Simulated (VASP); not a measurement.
# CdH (Fm-3m) in VASP: a series of runs

Runs on CdH. Level: PBE. Tasks: single point, relaxation of cell and atoms.

Everything below comes from runs of VASP 6.6.1. Logs are shortened: lines on timing, memory, paths and dates and some standing lists are left out, and cuts for length are marked.

## Step 1: The cell of the first run

It takes space group Fm-3m (No. 225, cubic). Conventional cell: a = 4.839 Å, b = 4.839 Å, c = 4.839 Å, α = 90.00°, β = 90.00°, γ = 90.00°. Within 3.2 Å of Cd (site symmetry m-3m) lie 6 H at 2.42 Å. Within 3.2 Å of H (site symmetry m-3m) lie 6 Cd at 2.42 Å.

## Step 2: Single point, PBE

INCAR reads:

```
SYSTEM = CdH
PREC = Accurate
ENCUT = 520
EDIFF = 1E-7
ISMEAR = 0
SIGMA = 0.1
LREAL = .FALSE.
LASPH = .TRUE.
NELM = 100
ALGO = Normal
ISIF = 2
LWAVE = .FALSE.
LCHARG = .FALSE.
GGA = PE
NBANDS = 14
```

KPOINTS reads:

```
Automatic mesh
0
G
  8 8 8
  0 0 0
```

POSCAR reads:

```
CdH
1.0
    0.0000000000      2.4195552662      2.4195552662
    2.4195552662      0.0000000000      2.4195552662
    2.4195552662      2.4195552662      0.0000000000
Cd H
1 1
Direct
    0.0000000000      0.0000000000      0.0000000000
    0.5000000000      0.5000000000      0.5000000000
```

Potentials or basis: VASP PAW PBE potentials, release 64 (Cd, H).

Started as:

```console
cat potpaw_PBE.64/Cd/POTCAR potpaw_PBE.64/H/POTCAR > POTCAR
mpirun -np 1 vasp_std > vasp.out
```

OUTCAR:

```text
SYSTEM = CdH
   PREC = Accurate
   ENCUT = 520
   EDIFF = 1E-7
   ISMEAR = 0
   LREAL = .FALSE.
   LASPH = .TRUE.
   NELM = 100
   ISIF = 2
   GGA = PE

 ion  position               nearest neighbor table
   1  0.000  0.000  0.000-
   2  0.500  0.500  0.500-

  LATTYP: Found a face centered cubic cell.
 ALAT       =     4.8391105324

  Lattice vectors:

 A1 = (   0.0000000000,   2.4195552662,   2.4195552662)
 A2 = (   2.4195552662,   0.0000000000,   2.4195552662)
 A3 = (   2.4195552662,   2.4195552662,   0.0000000000)

Analysis of symmetry for initial positions (statically):
=====================================================================
 Subroutine PRICEL returns:
 Original cell was already a primitive cell.

 Routine SETGRP: Setting up the symmetry group for a
 face centered cubic supercell.

 Subroutine GETGRP returns: Found 48 space group operations
 (whereof 48 operations were pure point group operations)
 out of a pool of 48 trial point group operations.

The static configuration has the point symmetry O_h .

Analysis of symmetry for dynamics (positions and initial velocities):
=====================================================================
 Subroutine PRICEL returns:
 Original cell was already a primitive cell.

 Routine SETGRP: Setting up the symmetry group for a
 face centered cubic supercell.

 Subroutine GETGRP returns: Found 48 space group operations
 (whereof 48 operations were pure point group operations)
 out of a pool of 48 trial point group operations.

The dynamic configuration has the point symmetry O_h .

 Subroutine INISYM returns: Found 48 space group operations
 (whereof 48 operations are pure point group operations),
 and found     1 'primitive' translations

----------------------------------------------------------------------------------------

                                     Primitive cell

  volume of cell :      28.3294

  direct lattice vectors                    reciprocal lattice vectors
     0.000000000  2.419555266  2.419555266    -0.206649547  0.206649547  0.206649547
     2.419555266  0.000000000  2.419555266     0.206649547 -0.206649547  0.206649547
     2.419555266  2.419555266  0.000000000     0.206649547  0.206649547 -0.206649547

  length of vectors
     3.421767872  3.421767872  3.421767872     0.357927515  0.357927515  0.357927515

  position of ions in fractional coordinates (direct lattice)
     0.000000000  0.000000000  0.000000000
     0.500000000  0.500000000  0.500000000

  ion indices of the primitive-cell ions
   primitive index   ion index
                 1           1
                 2           2

----------------------------------------------------------------------------------------

 KPOINTS: Automatic mesh

Automatic generation of k-mesh.
 Grid dimensions read from file:
 generate k-points for:    8    8    8

 Generating k-lattice:

  Cartesian coordinates                     Fractional coordinates (reciprocal lattice)
    -0.025831193  0.025831193  0.025831193     0.125000000  0.000000000  0.000000000
     0.025831193 -0.025831193  0.025831193     0.000000000  0.125000000  0.000000000
     0.025831193  0.025831193 -0.025831193     0.000000000  0.000000000  0.125000000

  Length of vectors
     0.044740939  0.044740939  0.044740939

  Shift w.r.t. Gamma in fractional coordinates (k-lattice)
     0.000000000  0.000000000  0.000000000

 Subroutine IBZKPT returns following result:
 ===========================================

 Found     29 irreducible k-points:

 Following reciprocal coordinates:
            Coordinates               Weight
  0.000000  0.000000  0.000000      1.000000
  0.125000  0.000000  0.000000      8.000000
  0.250000  0.000000  0.000000      8.000000
  0.375000  0.000000  0.000000      8.000000
  0.500000  0.000000  0.000000      4.000000
  0.125000  0.125000  0.000000      6.000000
[... 16 lines left out ...]
  0.500000  0.250000  0.125000     48.000000
 -0.375000  0.250000  0.125000     24.000000
 [... further k-points ...]
   k-points           NKPTS =     29   k-points in BZ     NKDIM =     29   number of bands    NBANDS=     14
   number of dos      NEDOS =    301   number of ions     NIONS =      2
   total plane-waves  NPLWV =  21952
   dimension x,y,z NGX =    28 NGY =   28 NGZ =   28
   dimension x,y,z NGXF=    56 NGYF=   56 NGZF=   56
   ions per type =               1   1
   NGX,Y,Z   is equivalent  to a cutoff of  13.60, 13.60, 13.60 a.u.
   NGXF,Y,Z  is equivalent  to a cutoff of  27.21, 27.21, 27.21 a.u.
 SYSTEM =  CdH
   PREC   = accura    normal or accurate (medium, high low for compatibility)
   ISTART =      0    job   : 0-new  1-cont  2-samecut
   ICHARG =      2    charge: 1-file 2-atom 10-const
   ISPIN  =      1    spin polarized calculation?
   LNONCOLLINEAR =      F non collinear calculations
   LSORBIT =      F    spin-orbit coupling
   LASPH  =      T    aspherical Exc in radial PAW
   ENCUT  =  520.0 eV  38.22 Ry    6.18 a.u.   6.36  6.36  6.36*2*pi/ulx,y,z
   NELM   =    100;   NELMIN=  2; NELMDL= -5     # of ELM steps
   EDIFF  = 0.1E-06   stopping-criterion for ELM
   LREAL  =      F    real-space projection
   EDIFFG = 0.1E-05   stopping-criterion for IOM
   NSW    =      0    number of steps for IOM
   IBRION =     -1    ionic relax: 0-MD 1-quasi-New 2-CG
   NFREE  =      0    steps in history (QN), initial steepest desc. (CG)
   ISIF   =      2    stress and relaxation
   ISYM   =      2    0-nonsym 1-usesym 2-fastsym
   POTIM  = 0.5000    time-step for ionic-motion
   TEBEG  =    0.0;   TEEND  =   0.0 temperature during run
   PSTRESS=    0.0 pullay stress
   NELECT =      13.0000    total number of electrons
   NUPDOWN=      -1.0000    fix difference up-down
   EMIN   =  10.00;   EMAX   =-10.00  energy-range for DOS
   EFERMI =   0.00;   METHOD = LEGACY
   ISMEAR =     0;   SIGMA  =   0.10  broadening in eV -4-tet -1-fermi 0-gaus
   EFERMI_NEDOS =   21; number of points for ismear=-14 and -15
   IALGO  =     38    algorithm
   IMIX   =      4    mixing-type and parameters
     AMIX     =   0.40;   BMIX     =  1.00
     AMIX_MAG =   1.60;   BMIX_MAG =  1.00
  volume/ion in A,a.u.               =      14.16        95.59
  Fermi-wavevector in a.u.,A,eV,Ry     =   1.262730  2.386213 21.694304  1.594486
  Thomas-Fermi vector in A             =   2.396123
   LORBIT       =      0    0 simple, 1 ext, 2 COOP (PROOUT), +10 PAW based schemes
   GGA     = PE    functional components
   LHFCALC =     F    Hartree Fock is set to
   AEXX    =    0.0000 exact exchange contribution
   IVDW    =     0    specifies the selected vdW correction
   LEPSILON=     F    determine dielectric tensor
   LRPA    =     F    only Hartree local field effects (RPA)
 non-spin polarized calculation
 Gauss-broadening in eV      SIGMA  =   0.10
  energy-cutoff  :      520.00
  volume of cell :       28.33
 maximum number of plane-waves:       778
 NGX is ok and might be reduce to    28
   NGX = 13   NGY = 13   NGZ = 13

 number of electron      13.0000001 magnetization

 Free energy of the ion-electron system (eV)
  ---------------------------------------------------
  ext. energy  EPLUGINS =         0.00000000
  ---------------------------------------------------
  free energy    TOTEN  =        -2.92812035 eV

  energy without entropy =       -2.92181185  energy(sigma->0) =       -2.92496610

 E-fermi :   1.9172     XC(G=0): -10.3186

 val. band max:        1.9020195807   @ k =   0.5000   0.2500   0.1250
 cond. band min:       2.1147382779   @ k =   0.5000   0.3750   0.0000
 fundamental gap:      0.2127186971
 Fermi energy:         1.9172025605

 k-point     1 :       0.0000    0.0000    0.0000
  band No.  band energies     occupation
      1      -7.1958      2.00000
      2      -6.7378      2.00000
      3      -6.7378      2.00000
      4      -6.7378      2.00000
      5      -6.4896      2.00000
      6      -6.4896      2.00000
      7       7.0318      0.00000
      8      12.9115      0.00000
      9      12.9115      0.00000
     10      12.9115      0.00000
     11      14.6220      0.00000
     12      16.9459      0.00000
     13      16.9459      0.00000
     14      16.9459      0.00000

 k-point     2 :       0.1250    0.0000    0.0000
  band No.  band energies     occupation
      1      -6.9271      2.00000
      2      -6.7141      2.00000
      3      -6.7045      2.00000
      4      -6.7045      2.00000
      5      -6.4960      2.00000
      6      -6.4960      2.00000
      7       6.1455      0.00000
      8      11.3541      0.00000
      9      12.6385      0.00000
     10      12.6385      0.00000
     11      14.7043      0.00000
     12      17.5616      0.00000
     13      17.5616      0.00000
     14      18.4425      0.00000

 k-point     3 :       0.2500    0.0000    0.0000
  band No.  band energies     occupation
      1      -6.8866      2.00000
      2      -6.6909      2.00000
      3      -6.6909      2.00000
      4      -6.4411      2.00000
      5      -6.4411      2.00000
      6      -5.8804      2.00000
      7       3.9298      0.00000
      8       9.3199      0.00000
      9      12.1959      0.00000
     10      12.1959      0.00000
     11      15.8395      0.00000
     12      16.1746      0.00000
     13      16.1746      0.00000
     14      19.1501      0.00000
[... 324 lines left out ...]
 k-point    23 :       0.5000    0.2500    0.1250
  band No.  band energies     occupation
      1      -6.9731      2.00000
      2      -6.8313      2.00000
      3      -6.6356      2.00000
      4      -6.4974      2.00000
      5      -6.3234      2.00000
      6      -3.3251      2.00000
      7       1.9020      1.17001
      8       5.9338      0.00000
      9       7.7214      0.00000
     10      11.4055      0.00000
     11      15.5484      0.00000
     12      16.9165      0.00000
     13      19.3373      0.00000
     14      22.0720      0.00000

 k-point    24 :      -0.3750    0.2500    0.1250
  band No.  band energies     occupation
      1      -6.9917      2.00000
      2      -6.8399      2.00000
      3      -6.5770      2.00000
      4      -6.5566      2.00000
      5      -6.2758      2.00000
      6      -2.1154      2.00000
      7       0.4252      2.00000
      8       5.6515      0.00000
      9       7.2159      0.00000
     10      11.1815      0.00000
     11      15.5116      0.00000
     12      18.9160      0.00000
     13      19.8736      0.00000
     14      20.4982      0.00000

 [... further k-points ...]
[... 5 lines left out ...]
  --------------------------------------------------------------------------------------
  -------------------------------------------------------------------------------------
  Total        0.0460010      0.0460010      0.0460010     -0.0000000     -0.0000000     -0.0000000
  in kB        2.6016022      2.6016022      2.6016022     -0.0000000     -0.0000000     -0.0000000
  external PRESSURE =       2.6016022 kB  Pullay stress =       0.0000000 kB

 VOLUME and BASIS-vectors are now :
 -----------------------------------------------------------------------------
  energy-cutoff  :      520.00
  volume of cell :       28.33
      direct lattice vectors                 reciprocal lattice vectors
     0.000000000  2.419555266  2.419555266    -0.206649547  0.206649547  0.206649547
     2.419555266  0.000000000  2.419555266     0.206649547 -0.206649547  0.206649547
     2.419555266  2.419555266  0.000000000     0.206649547  0.206649547 -0.206649547

 POSITION                                       TOTAL-FORCE (eV/Angst)
 -----------------------------------------------------------------------------------
      0.00000      0.00000      0.00000         0.000000     -0.000000      0.000000
      2.41956      2.41956      2.41956        -0.000000      0.000000     -0.000000
 -----------------------------------------------------------------------------------
    total drift:                               -0.000000     -0.000000      0.000000

  FREE ENERGIE OF THE ION-ELECTRON SYSTEM (eV)
  ---------------------------------------------------
  free  energy   TOTEN  =        -2.9281203477 eV

  energy  without entropy=       -2.9218118497  energy(sigma->0) =       -2.92496610
```

Wall time 12 s (1 thread of Intel Xeon Platinum 8488C (Sapphire Rapids), shared host); peak memory 0.15 GiB.

What came out:

```yaml
Free_energy: -2.9281 eV
Pressure: 0.3 GPa
```

## Step 3: Single point, PBE

This run uses another cell than the first one, of 14.08 Å³/atom, 0.994 times its volume.

INCAR reads:

```
SYSTEM = CdH
ALGO = Normal ; EDIFF = 1E-6
ENCUT = 520 ; GGA = PE
ISIF = 2 ; ISMEAR = 0
LASPH = .TRUE. ; LCHARG = .FALSE.
LREAL = .FALSE. ; LWAVE = .FALSE.
NBANDS = 14 ; NELM = 80
PREC = Accurate ; SIGMA = 0.1
```

KPOINTS reads:

```
k-points
0
G
  12 12 12
  0 0 0
```

POSCAR reads:

```
CdH
1.0
    0.0000000000      2.4146247640      2.4146247640
    2.4146247640      0.0000000000      2.4146247640
    2.4146247640      2.4146247640      0.0000000000
Cd H
1 1
Direct
    0.0000000000      0.0000000000      0.0000000000
    0.5000000000      0.5000000000      0.5000000000
```

Potentials or basis: VASP PAW PBE potentials, release 64 (Cd, H).

Started as:

```console
cat potpaw_PBE.64/Cd/POTCAR potpaw_PBE.64/H/POTCAR > POTCAR
mpirun -np 1 vasp_std > vasp.out
```

Wall time 23 s (1 thread of Intel Xeon Platinum 8488C (Sapphire Rapids), shared host); peak memory 0.17 GiB.

Results (log left out):

| Quantity | Value |
| --- | --- |
| Free energy | -2.9408 eV |
| Pressure | 0.2 GPa |

Levels at points of the mesh, in eV from the Fermi level:
```csv
k point,band 4,band 5,band 6,band 7,band 8,band 9
"(0.00, 0.00, 0.00)",-8.70,-8.45,-8.45,5.13,11.01,11.01
"(0.50, 0.00, 0.00)",-8.22,-8.22,-5.27,-2.18,5.85,9.93
"(0.50, 0.50, 0.00)",-8.15,-8.15,-2.59,-0.93,3.30,4.96
```

## Step 4: Relaxation of cell and atoms, PBE

This run uses another cell than the first one, of 11.39 Å³/atom, 0.804 times its volume.

INCAR reads:

```
PREC = Accurate
ENCUT = 600
EDIFF = 1E-6
ISMEAR = 0
SIGMA = 0.1
LREAL = F
LASPH = T
NELM = 80
ALGO = Normal
ISIF = 3
LWAVE = F
LCHARG = F
GGA = PE
IBRION = 2
NSW = 90
EDIFFG = -0.0325
```

KPOINTS reads:

```
Automatic mesh
0
Gamma
  8 8 8
```

POSCAR reads:

```
CdH
1.0
    0.0000000000      2.2499520855      2.2499520855
    2.2499520855      0.0000000000      2.2499520855
    2.2499520855      2.2499520855      0.0000000000
Cd H
1 1
Direct
    0.0000000000      0.0000000000      0.0000000000
    0.5000000000      0.5000000000      0.5000000000
```

Started as:

```console
cat potpaw_PBE.64/Cd/POTCAR potpaw_PBE.64/H/POTCAR > POTCAR
mpirun -np 1 vasp_std > vasp.out
```

Wall time 22 s (1 thread of Intel Xeon Platinum 8488C (Sapphire Rapids), shared host); peak memory 0.16 GiB.

Results (log left out):

* Free energy: -2.9250 eV
* Relaxed volume: 14.24 Å³/atom
* Relaxed cell: a = 3.428 Å, b = 3.428 Å, c = 3.428 Å, α = 60.00°, β = 60.00°, γ = 60.00°
* Space group after relaxing (to 0.05 Å): Fm-3m (No. 225)
* Energy gained by relaxing: 109.0 meV/atom
* Ionic steps: 4
* Pressure after relaxing: 0.0 GPa

Step by step:
```tsv
step	energy change (eV)	largest force (eV/Å)	pressure (GPa)	volume (Å³)
1	0.0000	0.0000	15.15	22.78
2	-0.1967	0.0000	3.62	26.52
3	-0.2171	0.0000	0.71	28.06
4	-0.2181	0.0000	0.05	28.47
```

Final structure:
```
Cd H
1.0
     0.00000    2.42363    2.42363
     2.42363    0.00000    2.42363
     2.42363    2.42363    0.00000
Cd H
1 1
Direct
  0.00000 0.00000 0.00000
  0.50000 0.50000 0.50000
```

Levels at points of the mesh, in eV from the Fermi level:
```
           k point  band 4  band 5  band 6  band 7  band 8  band 9
(0.00, 0.00, 0.00)   -8.64   -8.40   -8.40    5.09   10.97   10.97
(0.50, 0.00, 0.00)   -8.17   -8.17   -5.19   -2.14    5.85    9.89
(0.50, 0.50, 0.00)   -8.11   -8.11   -2.56   -0.86    3.26    4.97
```

Caveat: the volume moved by over 15 % at a fixed basis, so the end points are rough.

## Step 5: Relaxation of cell and atoms, PBE

INCAR reads:

```
SYSTEM = CdH
ALGO     = Normal         ! electronic algorithm
EDIFF    = 1E-6           ! SCF threshold, eV
EDIFFG   = -0.025         ! ionic threshold
ENCUT    = 600            ! plane-wave cutoff, eV
GGA      = PE             ! functional
IBRION   = 2              ! ionic algorithm
ISIF     = 3              ! what is computed and relaxed
ISMEAR   = 0              ! smearing method
LASPH    = .TRUE.         ! aspherical terms in the spheres
LCHARG   = .FALSE.        ! write CHGCAR
LREAL    = .FALSE.        ! projectors in reciprocal space
LWAVE    = .FALSE.        ! write WAVECAR
NELM     = 100            ! most SCF steps
NSW      = 90             ! ionic steps
PREC     = Accurate       ! precision mode
SIGMA    = 0.1            ! smearing width, eV
```

KPOINTS reads:

```
k-points
0
G
  12 12 12
  0 0 0
```

POSCAR reads:

```
CdH
1.0
    0.0000000000      2.4195552662      2.4195552662
    2.4195552662      0.0000000000      2.4195552662
    2.4195552662      2.4195552662      0.0000000000
Cd H
1 1
Direct
    0.0000000000      0.0000000000      0.0000000000
    0.5000000000      0.5000000000      0.5000000000
```

Started as:

```console
cat potpaw_PBE.64/Cd/POTCAR potpaw_PBE.64/H/POTCAR > POTCAR
mpirun -np 1 vasp_std > vasp.out
```

It took 16 s on 1 thread of Intel Xeon Platinum 8488C (Sapphire Rapids), shared host; peak memory 0.17 GiB.

The run converged. Its results:

| Item | Value |
| --- | --- |
| Free energy | -2.9408 eV |
| Pressure after relaxing | -0.1 GPa |

Final structure:
```
Cd H
1.0
     0.00000    2.41956    2.41956
     2.41956    0.00000    2.41956
     2.41956    2.41956    0.00000
Cd H
1 1
Direct
  0.00000 0.00000 0.00000
  0.50000 0.50000 0.50000
```

Levels at points of the mesh, in eV from the Fermi level:
| k point | band 2 | band 3 | band 4 | band 5 | band 6 | band 7 | band 8 | band 9 | band 10 |
| --- | --- | --- | --- | --- | --- | --- | --- | --- | --- |
| (0.00, 0.00, 0.00) | -8.69 | -8.69 | -8.69 | -8.44 | -8.44 | 5.09 | 10.97 | 10.97 | 10.97 |
| (0.50, 0.00, 0.00) | -8.71 | -8.71 | -8.21 | -8.21 | -5.24 | -2.18 | 5.83 | 9.89 | 9.89 |
| (0.50, 0.50, 0.00) | -9.04 | -8.23 | -8.15 | -8.15 | -2.59 | -0.91 | 3.26 | 4.95 | 4.95 |

Caveat: the relaxation stopped at its first step, so nothing moved.

## Step 6: The runs side by side

```tsv
task	cell	k mesh	cutoff (eV)	gap on the mesh (eV)	pressure (GPa)
single point	a = 3.422 Å, angles 60.0°, 2 atoms	8 × 8 × 8	520	none	0.3
single point	a = 3.415 Å, angles 60.0°, 2 atoms	12 × 12 × 12	520	none	0.2
relaxation of cell and atoms	relaxed from a = 3.182 Å, angles 60.0°, 2 atoms	8 × 8 × 8	600	none	0.0
relaxation of cell and atoms	relaxed from a = 3.422 Å, angles 60.0°, 2 atoms	12 × 12 × 12	600	none	-0.1
```

Alike in all rows: level PBE; potentials or basis VASP PAW PBE potentials, release 64 (Cd, H); no spin polarisation; smearing gaussian 0.1 eV.

Caveats: the volume moved by over 15 % at a fixed basis, so the end points are rough (some runs); the relaxation stopped at its first step, so nothing moved (some runs).

Absolute energies hang on the potentials; compare differences alone.
